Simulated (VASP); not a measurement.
A run of VASP 6.6.1:

File INCAR:

```
ALGO = Normal
EDIFF = 1E-6
ENCUT = 520
ISIF = 2
ISMEAR = -1
LASPH = True
LCHARG = True
LELF = True
LREAL = False
LVHAR = True
LWAVE = False
NBANDS = 10
NELM = 60
PREC = Accurate
SIGMA = 0.05
```

The input KPOINTS:

```
k-points
0
Gamma
  10 10 10
```

Contents of POSCAR:

```
Rb
1.0
    3.3522253277      0.0000000000      0.0000000000
    0.0000000000      3.3522253277      0.0000000000
    0.0000000000      0.0000000000      3.3522253277
Rb
1
Direct
    0.0000000000      0.0000000000      0.0000000000
```

Potentials or basis: VASP PAW LDA potentials, release 64 (Rb_sv).

Command:

```console
$ cat potpaw_LDA.64/Rb_sv/POTCAR > POTCAR
$ mpirun -np 1 vasp_std > vasp.out
```

Hardware: 1 thread of Intel(R) Xeon(R) 6975P-C (Granite Rapids) (shared host).

Q: How long does it take, and how much memory?

A: Wall time 6.1 s on 1 thread of Intel(R) Xeon(R) 6975P-C (Granite Rapids), on a shared host, peak memory 0.14 GiB. Counts: scf iterations 10, k points 56.
